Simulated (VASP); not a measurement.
# Zn (Fm-3m) in VASP: a series of runs

The runs below take Zn through single point, with PBEsol.

All numbers are computed with VASP 6.6.1; they aren't measurements. Logs are shortened: lines on timing, memory, paths and dates and some standing lists are left out, and cuts for length are marked.

### Step 1. The cell of the first run

The structure is cubic, space group Fm-3m (No. 225). Conventional cell: a = 4.558 Å, b = 4.558 Å, c = 4.558 Å, α = 90.00°, β = 90.00°, γ = 90.00°. Zn (site symmetry m-3m) has 12 Zn at 3.22 Å within 4.2 Å.

This isn't the form of Zn at room conditions, which is hcp.

### Step 2. Single point, PBEsol (Hg replaced by Zn, lengths x 0.955, strained)

File INCAR:

```
PREC = Accurate
ENCUT = 500
EDIFF = 1E-6
ISMEAR = 0
SIGMA = 0.1
LREAL = F
LASPH = T
NELM = 120
ALGO = Normal
ISIF = 2
LWAVE = F
LCHARG = F
GGA = PS
NBANDS = 12
GGA_COMPAT = F
```

File KPOINTS:

```
regular mesh
0
Gamma
  6 6 6
```

File POSCAR:

```
Zn
1.0
    0.0000000000      2.2792382201      2.2792382201
    2.2792382201      0.0000000000      2.2792382201
    2.2792382201      2.2792382201      0.0000000000
Zn
1
Direct
    0.0000000000      0.0000000000      0.0000000000
```

Potentials or basis: VASP PAW PBE potentials, release 64 (Zn).

Command:

```
$ cat potpaw_PBE.64/Zn/POTCAR > POTCAR
$ mpirun -np 1 vasp_std > vasp.out
```

OUTCAR:

```text
PREC = Accurate
   ENCUT = 500
   EDIFF = 1E-6
   ISMEAR = 0
   LREAL = F
   LASPH = T
   NELM = 120
   ISIF = 2
   GGA = PS

 ion  position               nearest neighbor table
   1  0.000  0.000  0.000-

  LATTYP: Found a face centered cubic cell.
 ALAT       =     4.5584764402

  Lattice vectors:

 A1 = (   0.0000000000,   2.2792382201,   2.2792382201)
 A2 = (   2.2792382201,   0.0000000000,   2.2792382201)
 A3 = (   2.2792382201,   2.2792382201,   0.0000000000)

Analysis of symmetry for initial positions (statically):
=====================================================================
 Subroutine PRICEL returns:
 Original cell was already a primitive cell.

 Routine SETGRP: Setting up the symmetry group for a
 face centered cubic supercell.

 Subroutine GETGRP returns: Found 48 space group operations
 (whereof 48 operations were pure point group operations)
 out of a pool of 48 trial point group operations.

The static configuration has the point symmetry O_h .

Analysis of symmetry for dynamics (positions and initial velocities):
=====================================================================
 Subroutine PRICEL returns:
 Original cell was already a primitive cell.

 Routine SETGRP: Setting up the symmetry group for a
 face centered cubic supercell.

 Subroutine GETGRP returns: Found 48 space group operations
 (whereof 48 operations were pure point group operations)
 out of a pool of 48 trial point group operations.

The dynamic configuration has the point symmetry O_h .

 Subroutine INISYM returns: Found 48 space group operations
 (whereof 48 operations are pure point group operations),
 and found     1 'primitive' translations

----------------------------------------------------------------------------------------

                                     Primitive cell

  volume of cell :      23.6810

  direct lattice vectors                    reciprocal lattice vectors
     0.000000000  2.279238220  2.279238220    -0.219371541  0.219371541  0.219371541
     2.279238220  0.000000000  2.279238220     0.219371541 -0.219371541  0.219371541
     2.279238220  2.279238220  0.000000000     0.219371541  0.219371541 -0.219371541

  length of vectors
     3.223329603  3.223329603  3.223329603     0.379962654  0.379962654  0.379962654

  position of ions in fractional coordinates (direct lattice)
     0.000000000  0.000000000  0.000000000

  ion indices of the primitive-cell ions
   primitive index   ion index
                 1           1

----------------------------------------------------------------------------------------

 KPOINTS: regular mesh

Automatic generation of k-mesh.
 Grid dimensions read from file:
 generate k-points for:    6    6    6

 Generating k-lattice:

  Cartesian coordinates                     Fractional coordinates (reciprocal lattice)
    -0.036561923  0.036561923  0.036561923     0.166666667  0.000000000  0.000000000
     0.036561923 -0.036561923  0.036561923     0.000000000  0.166666667  0.000000000
     0.036561923  0.036561923 -0.036561923     0.000000000  0.000000000  0.166666667

  Length of vectors
     0.063327109  0.063327109  0.063327109

  Shift w.r.t. Gamma in fractional coordinates (k-lattice)
     0.000000000  0.000000000  0.000000000

 Subroutine IBZKPT returns following result:
 ===========================================

 Found     16 irreducible k-points:

 Following reciprocal coordinates:
            Coordinates               Weight
  0.000000  0.000000  0.000000      1.000000
  0.166667  0.000000  0.000000      8.000000
  0.333333  0.000000  0.000000      8.000000
  0.500000  0.000000  0.000000      4.000000
  0.166667  0.166667  0.000000      6.000000
  0.333333  0.166667  0.000000     24.000000
[... 8 lines left out ...]
 -0.333333  0.333333  0.166667     24.000000
 -0.333333  0.500000  0.166667     12.000000
   k-points           NKPTS =     16   k-points in BZ     NKDIM =     16   number of bands    NBANDS=     12
   number of dos      NEDOS =    301   number of ions     NIONS =      1
   total plane-waves  NPLWV =  13824
   dimension x,y,z NGX =    24 NGY =   24 NGZ =   24
   dimension x,y,z NGXF=    48 NGYF=   48 NGZF=   48
   ions per type =               1
   NGX,Y,Z   is equivalent  to a cutoff of  12.38, 12.38, 12.38 a.u.
   NGXF,Y,Z  is equivalent  to a cutoff of  24.76, 24.76, 24.76 a.u.
 SYSTEM =  unknown system
   PREC   = accura    normal or accurate (medium, high low for compatibility)
   ISTART =      0    job   : 0-new  1-cont  2-samecut
   ICHARG =      2    charge: 1-file 2-atom 10-const
   ISPIN  =      1    spin polarized calculation?
   LNONCOLLINEAR =      F non collinear calculations
   LSORBIT =      F    spin-orbit coupling
   LASPH  =      T    aspherical Exc in radial PAW
   ENCUT  =  500.0 eV  36.75 Ry    6.06 a.u.   5.88  5.88  5.88*2*pi/ulx,y,z
   NELM   =    120;   NELMIN=  2; NELMDL= -5     # of ELM steps
   EDIFF  = 0.1E-05   stopping-criterion for ELM
   LREAL  =      F    real-space projection
   EDIFFG = 0.1E-04   stopping-criterion for IOM
   NSW    =      0    number of steps for IOM
   IBRION =     -1    ionic relax: 0-MD 1-quasi-New 2-CG
   NFREE  =      0    steps in history (QN), initial steepest desc. (CG)
   ISIF   =      2    stress and relaxation
   ISYM   =      2    0-nonsym 1-usesym 2-fastsym
   POTIM  = 0.5000    time-step for ionic-motion
   TEBEG  =    0.0;   TEEND  =   0.0 temperature during run
   PSTRESS=    0.0 pullay stress
   NELECT =      12.0000    total number of electrons
   NUPDOWN=      -1.0000    fix difference up-down
   EMIN   =  10.00;   EMAX   =-10.00  energy-range for DOS
   EFERMI =   0.00;   METHOD = LEGACY
   ISMEAR =     0;   SIGMA  =   0.10  broadening in eV -4-tet -1-fermi 0-gaus
   EFERMI_NEDOS =   21; number of points for ismear=-14 and -15
   IALGO  =     38    algorithm
   IMIX   =      4    mixing-type and parameters
     AMIX     =   0.40;   BMIX     =  1.00
     AMIX_MAG =   1.60;   BMIX_MAG =  1.00
  volume/ion in A,a.u.               =      23.68       159.81
  Fermi-wavevector in a.u.,A,eV,Ry     =   1.305175  2.466424 23.177289  1.703483
  Thomas-Fermi vector in A             =   2.436062
   LORBIT       =      0    0 simple, 1 ext, 2 COOP (PROOUT), +10 PAW based schemes
   GGA     = PS    functional components
   LHFCALC =     F    Hartree Fock is set to
   AEXX    =    0.0000 exact exchange contribution
   IVDW    =     0    specifies the selected vdW correction
   LEPSILON=     F    determine dielectric tensor
   LRPA    =     F    only Hartree local field effects (RPA)
 non-spin polarized calculation
 Gauss-broadening in eV      SIGMA  =   0.10
  energy-cutoff  :      500.00
  volume of cell :       23.68
 maximum number of plane-waves:       620
   NGX = 11   NGY = 11   NGZ = 11

 number of electron      12.0000017 magnetization

 Free energy of the ion-electron system (eV)
  ---------------------------------------------------
  ext. energy  EPLUGINS =         0.00000000
  ---------------------------------------------------
  free energy    TOTEN  =        -0.94454712 eV

  energy without entropy =       -0.93843326  energy(sigma->0) =       -0.94149019

 E-fermi :   0.6737     XC(G=0):  -9.5580

 val. band max:        0.3553135961   @ k =   0.5000   0.5000   0.0000
 cond. band min:       0.7028209028   @ k =   0.5000   0.5000   0.0000
 fundamental gap:      0.3475073066
 Fermi energy:         0.6736931111

 k-point     1 :       0.0000    0.0000    0.0000
  band No.  band energies     occupation
      1      -6.9812      2.00000
      2      -6.3662      2.00000
      3      -6.3662      2.00000
      4      -6.3662      2.00000
      5      -6.2104      2.00000
      6      -6.2104      2.00000
      7      13.2447      0.00000
      8      13.2447      0.00000
      9      13.2447      0.00000
     10      16.1434      0.00000
     11      16.6569      0.00000
     12      16.6569      0.00000

 k-point     2 :       0.1667    0.0000    0.0000
  band No.  band energies     occupation
      1      -6.5234      2.00000
      2      -6.3362      2.00000
      3      -6.3362      2.00000
      4      -6.2285      2.00000
      5      -6.2102      2.00000
      6      -6.2102      2.00000
      7       8.5842      0.00000
      8      12.3763      0.00000
      9      12.3764      0.00000
     10      14.9349      0.00000
     11      17.9821      0.00000
     12      17.9821      0.00000

 k-point     3 :       0.3333    0.0000    0.0000
  band No.  band energies     occupation
      1      -6.5519      2.00000
      2      -6.3451      2.00000
      3      -6.3451      2.00000
      4      -6.1386      2.00000
      5      -6.1386      2.00000
      6      -4.3753      2.00000
      7       3.1752      0.00000
      8      11.4923      0.00000
      9      11.4923      0.00000
     10      14.6675      0.00000
     11      16.1199      0.00000
     12      16.1199      0.00000
[... 166 lines left out ...]
 k-point    15 :      -0.3333    0.3333    0.1667
  band No.  band energies     occupation
      1      -6.4376      2.00000
      2      -6.4214      2.00000
      3      -6.3065      2.00000
      4      -6.2106      2.00000
      5      -6.0871      2.00000
      6      -0.0978      2.00000
      7       0.9284      0.00032
      8       4.8174      0.00000
      9       6.1168      0.00000
     10      14.6002      0.00000
     11      16.5837      0.00000
     12      19.9720      0.00000

 k-point    16 :      -0.3333    0.5000    0.1667
  band No.  band energies     occupation
      1      -6.5027      2.00000
      2      -6.4953      2.00000
      3      -6.2259      2.00000
      4      -6.1582      2.00000
      5      -6.0532      2.00000
      6       1.1271      0.00000
      7       1.3412      0.00000
      8       3.9858      0.00000
      9       4.4819      0.00000
     10      14.0161      0.00000
     11      14.3436      0.00000
     12      21.3045      0.00000

------------------------ aborting loop because EDIFF is reached ----------------------------------------

  FORCE on cell =-STRESS in cart. coord.  units (eV):
  Direction    XX          YY          ZZ          XY          YZ          ZX
  --------------------------------------------------------------------------------------
  -------------------------------------------------------------------------------------
  Total       -1.4022968     -1.4022968     -1.4022968     -0.0000000      0.0000000      0.0000000
  in kB      -94.8749080    -94.8749080    -94.8749080     -0.0000000      0.0000000      0.0000000
  external PRESSURE =     -94.8749080 kB  Pullay stress =       0.0000000 kB

 VOLUME and BASIS-vectors are now :
 -----------------------------------------------------------------------------
  energy-cutoff  :      500.00
  volume of cell :       23.68
      direct lattice vectors                 reciprocal lattice vectors
     0.000000000  2.279238220  2.279238220    -0.219371541  0.219371541  0.219371541
     2.279238220  0.000000000  2.279238220     0.219371541 -0.219371541  0.219371541
     2.279238220  2.279238220  0.000000000     0.219371541  0.219371541 -0.219371541

 POSITION                                       TOTAL-FORCE (eV/Angst)
 -----------------------------------------------------------------------------------
      0.00000      0.00000      0.00000         0.000000     -0.000000      0.000000
 -----------------------------------------------------------------------------------
    total drift:                                0.000000      0.000000      0.000000

  FREE ENERGIE OF THE ION-ELECTRON SYSTEM (eV)
  ---------------------------------------------------
  free  energy   TOTEN  =        -0.9445471170 eV

  energy  without entropy=       -0.9384332575  energy(sigma->0) =       -0.94149019
```

Run time: 2.9 s. Hardware: 1 thread of Intel Xeon Platinum 8488C (Sapphire Rapids), shared host; peak memory 0.13 GiB.

Results:

* Free energy: -0.9445 eV
* Pressure: -9.5 GPa
* Band gap on the k mesh: zero (bands 6 and 7 overlap by 2.05 eV)

Levels at points of the mesh, in eV from the Fermi level:
```
           k point  band 2  band 3  band 4  band 5  band 6  band 7  band 8  band 9  band 10  band 11
(0.00, 0.00, 0.00)   -7.04   -7.04   -7.04   -6.88   -6.88   12.57   12.57   12.57    15.47    15.98
(0.50, 0.00, 0.00)   -7.04   -7.04   -6.76   -6.76   -2.14   -1.60   10.54   10.54    14.28    14.56
(0.50, 0.50, 0.00)   -7.27   -6.77   -6.73   -6.73   -0.32    0.03    6.20    6.20     9.17     9.37
```

Caveat: the k points lie up to 0.40 Å⁻¹ apart, too coarse for converged energies and pressures of a metal; the cell differs from its parent crystal (Hg replaced by Zn, lengths x 0.955, strained); the PAW data sets were made with another functional, which shifts forces and pressure a little.

### Step 3. Single point, PBEsol (Hg replaced by Zn, lengths x 0.955, strained)

File INCAR:

```
SYSTEM = Zn
PREC = Accurate
ENCUT = 500
EDIFF = 1E-6
ISMEAR = 0
SIGMA = 0.1
LREAL = .False.
LASPH = .True.
NELM = 120
ALGO = Normal
ISIF = 2
LWAVE = .False.
LCHARG = .False.
GGA = PS
NBANDS = 12
GGA_COMPAT = .False.
```

File KPOINTS:

```
Automatic mesh
0
Gamma
  16 16 16
  0 0 0
```

POSCAR is that of step 2.

Potentials or basis: VASP PAW PBE potentials, release 64 (Zn).

Command:

```
$ cat potpaw_PBE.64/Zn/POTCAR > POTCAR
$ mpirun -np 1 vasp_std > vasp.out
```

Run time: 12 s. Hardware: 1 thread of Intel Xeon Platinum 8488C (Sapphire Rapids), shared host; peak memory 0.16 GiB.

Results (log left out):

```yaml
Free_energy: -0.9861 eV
Pressure: -10.6 GPa
Band_gap_on_the_k_mesh: zero (bands 6 and 7 overlap by 2.27 eV)
```

Levels at points of the mesh, in eV from the Fermi level:
```tsv
k point	band 3	band 4	band 5	band 6	band 7	band 8	band 9	band 10
(0.00, 0.00, 0.00)	-6.74	-6.74	-6.59	-6.59	12.88	12.88	12.88	15.78
(0.50, 0.00, 0.00)	-6.74	-6.46	-6.46	-1.83	-1.29	10.85	10.85	14.59
(0.50, 0.50, 0.00)	-6.47	-6.43	-6.43	0.00	0.34	6.51	6.51	9.48
```

Caveat: the cell differs from its parent crystal (Hg replaced by Zn, lengths x 0.955, strained); the cell stands under tension; the PAW data sets were made with another functional, which shifts forces and pressure a little.
